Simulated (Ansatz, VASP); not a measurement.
## Two plane-wave programs on Mn

```
Mn
1.0
     2.45126    0.00000    0.00000
    -1.22563    2.12285    0.00000
     0.00000    0.00000    3.96569
Mn
2
Direct
  0.66667 0.33333 0.75000
  0.33333 0.66667 0.25000
```

Alike in both runs: task relaxation of cell and atoms; functional PBEsol; k mesh 21 × 21 × 10; occupations gaussian, width 0.1 eV; no spin polarisation.

```csv
,VASP,Ansatz
version,VASP 6.6.1,Ansatz 0.2.0
potentials or method,"VASP PAW PBE potentials, release 64 (Mn_pv), cutoff 600 eV","scalar-relativistic, plane waves, PAW"
valence electrons in the cell,26,30
```

Ansatz gave:

```
gap on the k mesh at the Fermi level, each at its own relaxed structure (eV) : none
relaxed volume (Å³/atom)                                                     : 10.32
relaxed cell length with the largest relative difference (Å)                 : 3.965
```

Question: Estimate VASP's values.

Answer: gap on the k mesh at the Fermi level, each at its own relaxed structure (eV): none; relaxed volume (Å³/atom): 10.31; relaxed cell length with the largest relative difference (Å): 3.963.

VASP's potentials were made for PBE, not for PBEsol. A gap of «none» marks a metal or a gap that the smearing closes. VASP's potentials hold 26 valence electrons a cell and Ansatz's 30, so a difference there can come from the potentials and not from the codes.
